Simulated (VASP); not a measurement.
# SiC: single point with PBE

SiC:

```
Si C
1.0
     2.12417    2.12417    0.00000
    -2.12417    2.12417    0.00000
     0.00000    0.00000    4.45856
Si C
2 2
Direct
  0.50000 0.00000 0.75000
  0.00000 0.50000 0.25000
  0.00000 0.00000 0.00000
  0.50000 0.50000 0.50000
```

This cell differs from its parent crystal: biaxial strain in the a-b plane: -3.0 %.

- Program: VASP 6.6.1
- Task: single point
- Functional: PBE
- Potentials or basis: VASP PAW PBE potentials, release 64 (Si, C)
- Cutoff: 520 eV
- k mesh: 10 × 10 × 6
- Occupations: gaussian, width 0.02 eV
- Spin: no spin polarisation

The pressure is 9.7 GPa and the band gap on the k mesh is 1.07 eV.

Stress tensor (GPa, compression positive):
```
14.32  0.00  0.00
 0.00 14.32  0.00
 0.00  0.00  0.49
```

Levels at points of the mesh, in eV from the valence-band top:
| k point | band 5 | band 6 | band 7 | band 8 | band 9 | band 10 | band 11 | band 12 |
| --- | --- | --- | --- | --- | --- | --- | --- | --- |
| (0.00, 0.00, 0.00) | -3.00 | -0.36 | 0.00 | 0.00 | 1.52 | 4.86 | 6.42 | 7.35 |
| (0.50, 0.00, 0.00) | -4.83 | -4.83 | -0.98 | -0.98 | 5.93 | 5.93 | 8.75 | 8.75 |
| (0.50, 0.50, 0.00) | -3.57 | -3.57 | -3.49 | -3.49 | 1.07 | 1.07 | 4.02 | 4.02 |
| (0.00, 0.00, 0.50) | -1.82 | -1.82 | -1.82 | -1.82 | 4.05 | 4.05 | 6.64 | 6.64 |
| (0.50, 0.00, 0.50) | -1.49 | -1.49 | -0.87 | -0.87 | 5.29 | 5.29 | 7.13 | 7.13 |
| (0.50, 0.50, 0.50) | -5.18 | -5.18 | -4.91 | -4.91 | 4.69 | 4.69 | 8.73 | 8.73 |

It took 27 s on 1 thread of Intel(R) Xeon(R) 6975P-C (Granite Rapids) (shared host), peak memory 0.17 GiB.

Caveat: the cell differs from its parent crystal (biaxial strain in the a-b plane: -3.0 %). A k mesh can miss the band edges.
